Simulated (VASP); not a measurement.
Write the native input for VASP 6.6.1 that does the following.

- Task: single point
- Functional: PBE
- Potentials or basis: VASP PAW PBE potentials, release 64 (Zn, S)
- Cutoff: 520 eV
- k mesh: 10 × 10 × 10
- Occupations: gaussian, width 0.05 eV
- Spin: no spin polarisation
- Dipole correction: no
- Further INCAR settings: ALGO = Normal; EDIFF = 1e-06; NBANDS = 16

The structure of ZnS lies in POSCAR:

```
ZnS
1.0
    0.0000000000      2.7857895000      2.6235105000
    2.7857895000      0.0000000000      2.6235105000
    2.7857895000      2.7857895000      0.0000000000
Zn S
1 1
Direct
    0.0000000000      0.0000000000      0.0000000000
    0.7500000000      0.7500000000      0.7500000000
```

This cell differs from its parent crystal: strain +0.030 along x and y, -0.030 along z.

These files were run (other wordings do the same):

INCAR

```
PREC = Accurate
ENCUT = 520
EDIFF = 1E-6
ISMEAR = 0
SIGMA = 0.05
LREAL = False
LASPH = True
NELM = 100
ALGO = Normal
ISIF = 2
LWAVE = False
LCHARG = False
GGA = PE
NBANDS = 16
```

KPOINTS

```
Automatic mesh
0
Gamma
  10 10 10
```

Potentials or basis: VASP PAW PBE potentials, release 64 (Zn, S).

The run is started by

```console
$ cat potpaw_PBE.64/Zn/POTCAR potpaw_PBE.64/S/POTCAR > POTCAR
$ mpirun -np 1 vasp_std > vasp.out
```

It gave:

The pressure is -0.6 GPa and the band gap on the k mesh is 1.85 eV, direct.

Caveat: the cell differs from its parent crystal (strain +0.030 along x and y, -0.030 along z).

Wall time 22 s on 1 thread of Intel(R) Xeon(R) 6975P-C (Granite Rapids), on a shared host, peak memory 0.2 GiB.
